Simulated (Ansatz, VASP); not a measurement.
# Two plane-wave programs on Nb

INCAR

```
ALGO = Fast
EDIFF = 1E-6
ENCUT = 520
GGA = PS
ISIF = 2
ISMEAR = 0
LASPH = T
LCHARG = F
LREAL = F
LWAVE = F
NBANDS = 12
NELM = 60
PREC = Accurate
SIGMA = 0.15
```

KPOINTS

```
k-points
0
Gamma
  20 20 20
```

File POSCAR:

```
Nb
1.0
   -1.7138685000      1.7138685000      1.6889092500
    1.7138685000     -1.7138685000      1.6889092500
    1.7138685000      1.7138685000     -1.6889092500
Nb
1
Direct
    0.0000000000      0.0000000000      0.0000000000
```

Input for Ansatz:

```yaml
crystal:
  lattice:
    - [-1.7138685, 1.7138685, 1.68890925]
    - [1.7138685, -1.7138685, 1.68890925]
    - [1.7138685, 1.7138685, -1.68890925]
  atoms:
    - { symbol: Nb, position: [0.0, 0.0, 0.0] }
basis:
  ecutwfc: 420
kpoints:
  mp_grid: { grid: [20, 20, 20] }
hamiltonian:
  xc: pbesol
scf:
  occupations: { method: gaussian, width: 0.15 }
output:
  forces: true
  stress: true
  eigenvalues: true
```

Change from the starting cell: strain +0.030 along x and y, +0.015 along z, atoms carried along.

Alike in both runs: task single point; functional PBEsol; k mesh 20 × 20 × 20; occupations gaussian, width 0.15 eV; no spin polarisation.

```csv
,VASP,Ansatz
version,VASP 6.6.1,Ansatz 0.2.0
potentials or method,"VASP PAW PBE potentials, release 64 (Nb_sv), cutoff 520 eV","scalar-relativistic, plane waves, PAW"
valence electrons in the cell,13,13
```

Ansatz gave:

| Property | Result |
| --- | --- |
| gap on the k mesh at the Fermi level (eV) | none |
| pressure (GPa) | -18.0 |
| traceless stress, the component that is largest in VASP (GPa) | 0.81 |

Q: Estimate VASP's values.

A: gap on the k mesh at the Fermi level (eV): none; pressure (GPa): -18.2; traceless stress, the component that is largest in VASP (GPa): 0.81.

VASP's potentials were made for PBE, not for PBEsol. A gap of «none» marks a metal or a gap that the smearing closes. With one functional, cell and mesh, what is left measures potentials, basis and numerics.
